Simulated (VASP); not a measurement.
Wanted: the native input for a VASP 6.6.1 run.

* Task: single point
* Functional: r2SCAN
* Potentials or basis: VASP PAW PBE potentials, release 64 (Ni)
* Cutoff: 520 eV
* k mesh: 20 × 20 × 20
* Occupations: gaussian, width 0.1 eV
* Spin: collinear spin, ferromagnetic start
* Starting moments: [0.9] μB
* Dipole correction: no
* Further INCAR settings: ALGO = Normal; EDIFF = 1e-06; NBANDS = 15

Ni:

```
CELL_PARAMETERS angstrom
0.00000 1.70383 1.70383
1.70383 0.00000 1.70383
1.70383 1.70383 0.00000
ATOMIC_POSITIONS crystal
Ni 0.00000 0.00000 0.00000
```

The input as run:

POSCAR

```
Ni
1.0
    0.0000000000      1.7038286771      1.7038286771
    1.7038286771      0.0000000000      1.7038286771
    1.7038286771      1.7038286771      0.0000000000
Ni
1
Direct
    0.0000000000      0.0000000000      0.0000000000
```

INCAR.step1

```
SYSTEM = Ni
ALGO = Normal ; EDIFF = 1E-4
ENCUT = 520 ; GGA = PE
ISMEAR = 0 ; ISPIN = 2
LASPH = .True. ; LCHARG = .False.
LMAXMIX = 4 ; LREAL = .False.
LWAVE = .True. ; MAGMOM = 0.9
NBANDS = 15 ; NELM = 150
PREC = Accurate ; SIGMA = 0.1
```

INCAR.step2

```
SYSTEM = Ni
ALGO = Normal ; EDIFF = 1E-6
ENCUT = 520 ; ISIF = 2
ISMEAR = 0 ; ISPIN = 2
ISTART = 1 ; LASPH = .True.
LCHARG = .False. ; LMAXMIX = 4
LMIXTAU = .True. ; LORBIT = 11
LREAL = .False. ; LWAVE = .False.
MAGMOM = 0.9 ; METAGGA = R2SCAN
NBANDS = 15 ; NELM = 150
PREC = Accurate ; SIGMA = 0.1
```

KPOINTS

```
k-points
0
Gamma
  20 20 20
  0 0 0
```

Potentials or basis: VASP PAW PBE potentials, release 64 (Ni).

Command:

```sh
$ cat potpaw_PBE.64/Ni/POTCAR > POTCAR
$ cp INCAR.step1 INCAR
$ mpirun -np 1 vasp_std > vasp.out
$ cp INCAR.step2 INCAR
$ mpirun -np 1 vasp_std > vasp.out
```

Results of the run:

```json
{
  "Pressure": "15.7 GPa",
  "Net moment": "0.68 μB per cell",
  "Site moments": "Ni +0.69 μB",
  "Valence electrons inside the program's atomic spheres": "Ni 9.53"
}
```

Caveat: the cell stands under pressure; the PAW data sets were made with another functional, which shifts forces and pressure a little.

It took 2.6 min on 1 thread of Intel(R) Xeon(R) 6975P-C (Granite Rapids) (shared host), peak memory 0.17 GiB.
